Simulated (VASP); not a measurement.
W, 6 atoms in the cell. The cell holds a slab with vacuum, 6 atoms: a = 4.502 Å, b = 4.502 Å, c = 20.595 Å, α = 90.00°, β = 90.00°, γ = 120.00°. 

| Property | Result |
| --- | --- |
| Program | VASP 6.6.1 |
| Task | single point |
| Functional | PBE |
| Potentials or basis | VASP PAW PBE potentials, release 64 (W_sv) |
| Cutoff | 520 eV |
| k mesh | 9 × 9 × 1 |
| Occupations | fermi-dirac, width 0.08 eV |
| Spin | no spin polarisation |
| Dipole correction | yes |
| Further INCAR settings | ALGO = Normal; EDIFF = 1e-06; NBANDS = 51 |

Potentials or basis: VASP PAW PBE potentials, release 64 (W_sv).

The run is started by

```bash
$ cat potpaw_PBE.64/W_sv/POTCAR > POTCAR
$ mpirun -np 1 vasp_std > vasp.out
```

Hardware: 1 thread of Intel(R) Xeon(R) Platinum 8488C (Sapphire Rapids), with other jobs on the host.

Task: Estimate the wall time of this run.

Result: Run time: 4.6 min on 1 thread of Intel(R) Xeon(R) Platinum 8488C (Sapphire Rapids), with other jobs on the host, peak memory 0.54 GiB. Counts: scf iterations 25, k points 12.
